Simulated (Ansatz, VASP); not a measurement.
# HfGeS: VASP beside Ansatz

```
Hf Ge S
1.0
     3.61000    0.00000    0.00000
     0.00000    3.61000    0.00000
     0.00000    0.00000    7.94000
Hf Ge S
2 2 2
Direct
  0.00000 0.50000 0.27500
  0.50000 0.00000 0.72500
  0.00000 0.00000 0.00000
  0.50000 0.50000 0.00000
  0.00000 0.50000 0.61700
  0.50000 0.00000 0.38300
```

Alike in both runs: task single point; functional LDA; k mesh 7 × 7 × 3; occupations fermi-dirac, width 0.15 eV; no spin polarisation.

```csv
,VASP,Ansatz
version,VASP 6.6.1,Ansatz 0.2.0
potentials or method,"VASP PAW LDA potentials, release 64 (Hf_pv, Ge_d, S)","plane waves, PAW"
plane-wave cutoff (eV),520,420
valence electrons in the cell,60,92
```

Ansatz gave:

- gap on the k mesh at the Fermi level (eV): none
- pressure (GPa): -5.7
- traceless stress, the component that is largest in VASP (GPa): 0.38

Q: Estimate VASP's values.

A: gap on the k mesh at the Fermi level (eV): none; pressure (GPa): -5.9; traceless stress, the component that is largest in VASP (GPa): 0.40.

LDA's correlation is that of Perdew and Zunger in VASP and of Perdew and Wang (1992) in Ansatz. A gap of «none» marks a metal or a gap that the smearing closes. VASP's potentials hold 60 valence electrons a cell and Ansatz's 92, so a difference there can come from the potentials and not from the codes.

Neither program's run includes spin-orbit coupling.
